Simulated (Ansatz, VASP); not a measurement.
**Two plane-wave programs on AlN**

File INCAR:

```
PREC     = Accurate       # precision mode
ENCUT    = 520            # plane-wave cutoff, eV
EDIFF    = 1E-7           # SCF threshold, eV
ISMEAR   = 0              # smearing method
SIGMA    = 0.05           # smearing width, eV
LREAL    = F              # projectors in reciprocal space
LASPH    = T              # aspherical terms in the spheres
NELM     = 100            # most SCF steps
ALGO     = Normal         # electronic algorithm
ISIF     = 2              # what is computed and relaxed
LWAVE    = F              # write WAVECAR
LCHARG   = F              # write CHGCAR
GGA      = PE             # functional
NBANDS   = 16             # bands
```

File KPOINTS:

```
Automatic mesh
0
Gamma
  12 12 6
```

The input POSCAR:

```
AlN
1.0
    2.8798203977      0.0000000000      0.0000000000
   -1.4399101989      2.4939976228      0.0000000000
    0.0000000000      0.0000000000      4.8172604684
Al N
2 2
Direct
    0.3333333333      0.6666666667      0.0017287175
    0.6666666667      0.3333333333      0.5017287175
    0.3333333333      0.6666666667      0.3832712825
    0.6666666667      0.3333333333      0.8832712825
```

Input for Ansatz:

```yaml
crystal:
  lattice:
    - [2.8798203977, 0.0, 0.0]
    - [-1.4399101989, 2.4939976228, 0.0]
    - [0.0, 0.0, 4.8172604684]
  atoms:
    - { symbol: Al, position: [0.3333333333, 0.6666666667, 0.0017287175] }
    - { symbol: Al, position: [0.6666666667, 0.3333333333, 0.5017287175] }
    - { symbol: "N", position: [0.3333333333, 0.6666666667, 0.3832712825] }
    - { symbol: "N", position: [0.6666666667, 0.3333333333, 0.8832712825] }
basis:
  ecutwfc: 420
kpoints:
  mp_grid: { grid: [12, 12, 6] }
hamiltonian:
  xc: pbe
scf:
  occupations: { method: gaussian, width: 0.05 }
output:
  forces: true
  stress: true
  eigenvalues: true
  write_density: true
  write_potential: true
  elf: true
  volumetric_format: npy
```

Change from the starting cell: strain -0.080 along x and y, -0.040 along z, atoms carried along.

Alike in both runs: task single point; functional PBE; k mesh 12 × 12 × 6; occupations gaussian, width 0.05 eV; no spin polarisation.

|  | VASP | Ansatz |
| --- | --- | --- |
| version | VASP 6.6.1 | Ansatz 0.2.0 |
| potentials or method | VASP PAW PBE potentials, release 64 (Al, N), cutoff 520 eV | scalar-relativistic, plane waves, PAW |
| valence electrons in the cell | 16 | 16 |

|  | VASP | Ansatz | Ansatz less VASP |
| --- | --- | --- | --- |
| gap on the k mesh at the Fermi level (eV) | 5.10 | 5.11 | +0.014 |
| least direct gap on the mesh (eV) | 6.05 | 6.03 | -0.021 |
| pressure (GPa) | 61.4 | 61.3 | -0.12 |
| traceless stress, the component that is largest in VASP (GPa) | -21.83 | -21.60 | +0.225 |
| rms of the force components (eV/Å) | 0.529 | 0.522 | -0.0069 |

Atom by atom the forces differ by 0.007 eV/Å (rms over components). Both programs put the cell under a high pressure, so it lies far from rest at this level.

Noted on VASP's run: the cell as given lies far from equilibrium.
